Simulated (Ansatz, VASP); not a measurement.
## Sr in VASP and in Ansatz

```xyz
3
Lattice="7.0660 0.0000 0.0000 -3.5330 6.1193 0.0000 0.0000 0.0000 3.8166" Properties=species:S:1:pos:R:3 pbc="T T T"
Sr   -2.3522    4.0741    0.0000
Sr    1.1808    2.0452    0.0000
Sr    4.7044    0.0000    0.0000
```

Alike in both runs: task single point; functional RPBE; k mesh 3 × 3 × 4; occupations gaussian, width 0.1 eV; no spin polarisation.

```csv
,VASP,Ansatz
version,VASP 6.6.1,Ansatz 0.2.0
potentials or method,"VASP PAW PBE potentials, release 64 (Sr_sv), cutoff 520 eV","scalar-relativistic, plane waves, PAW"
valence electrons in the cell,30,30
```

```csv
,VASP,Ansatz,Ansatz less VASP
gap on the k mesh at the Fermi level (eV),none,none,-
pressure (GPa),0.5,0.5,-0.01
"traceless stress, the component that is largest in VASP (GPa)",1.07,1.07,-0.005
rms of the force components (eV/Å),0.009,0.009,-0.0001
```

VASP's potentials were made for PBE, not for RPBE. Atom by atom the forces differ by 0.000 eV/Å (rms over components). A gap of «none» marks a metal or a gap that the smearing closes. The functional is the same, so the differences come from potentials, cutoffs and numerics. Ansatz's warnings: force scf threshold loose, stress scf threshold loose.

The k mesh is coarse, so the values compare programs but aren't converged.
